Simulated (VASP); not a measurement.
Crystal: Ca2Ge3N.

```
Ca Ge N
1.0
     4.95997    0.00000    0.00000
     0.00000    4.95997    0.00000
     0.00000    0.00000    5.37341
Ca Ge N
2 3 1
Direct
  0.00000 0.50000 0.50000
  0.50000 0.00000 0.50000
  0.50000 0.50000 0.00000
  0.00000 0.50000 0.00000
  0.50000 0.00000 0.00000
  0.50000 0.50000 0.50000
```

The cell was generated, and may not be a known phase.

```yaml
Program: VASP 6.6.1
Task: relaxation of cell and atoms
Functional: PBE
Potentials_or_basis: VASP PAW PBE potentials, release 64 (Ca_sv, Ge_d, N)
Cutoff: 600 eV
k_mesh: 4 × 4 × 4
Occupations: gaussian, width 0.1 eV
Spin: no spin polarisation
```

At the start: pressure 6.8 GPa; volume 22.03 Å³/atom.

**Question.** How do energy, volume and symmetry change on relaxing?

**Answer.** Over 5 steps the energy falls by 106.3 meV/atom and the volume is 25.14 Å³/atom (+14.1 %); space group P4/mmm (No. 123, to 0.1 Å) before and after.

The path:
```csv
step,energy change (eV),largest force (eV/Å),pressure (GPa),volume (Å³)
1,0.0000,0.0000,6.80,132.19
2,-0.6153,0.0000,-0.18,150.62
3,-0.6199,0.0000,-0.93,153.82
4,-0.6208,0.0000,-0.76,153.04
5,-0.6381,0.0000,-0.02,150.82
```

Final structure:
```
Ca Ge N
1.0
     5.01098    0.00000    0.00000
     0.00000    5.01098    0.00000
     0.00000    0.00000    6.00645
Ca Ge N
2 3 1
Direct
  0.00000 0.50000 0.50000
  0.50000 0.00000 0.50000
  0.50000 0.50000 0.00000
  0.00000 0.50000 0.00000
  0.50000 0.00000 0.00000
  0.50000 0.50000 0.50000
```

Caveat: an odd number of electrons without spin polarisation forces a metal; a magnetic or distorted state may lie lower.
